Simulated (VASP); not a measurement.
A run of VASP 6.6.1 is set up as follows.

File INCAR:

```
ALGO = Normal ; EDIFF = 1E-6
ENCUT = 520 ; ISIF = 2
ISMEAR = -1 ; ISPIN = 2
LASPH = True ; LCHARG = False
LMAXMIX = 6 ; LORBIT = 11
LREAL = False ; LWAVE = False
MAGMOM = 1 ; NBANDS = 16
NELM = 150 ; PREC = Accurate
SIGMA = 0.05
```

Contents of KPOINTS:

```
k-points
0
Gamma
  10 10 10
```

Contents of POSCAR:

```
Ce
1.0
   -1.9688712007      1.9688712007      1.9688712007
    1.9688712007     -1.9688712007      1.9688712007
    1.9688712007      1.9688712007     -1.9688712007
Ce
1
Direct
    0.0000000000      0.0000000000      0.0000000000
```

Potentials or basis: VASP PAW LDA potentials, release 64 (Ce).

The run is started by

```sh
$ cat potpaw_LDA.64/Ce/POTCAR > POTCAR
$ mpirun -np 1 vasp_std > vasp.out
```

Estimate the net moment.

0.86 μB per cell.

What does it give for the pressure?

-6.5 GPa.

What does it give for the site moments?

Ce +0.71 μB.

Caveat: the magnetic or orbital state may not be the lowest; the cell stands under tension. The state reached can hang on the start; a lower one may exist.
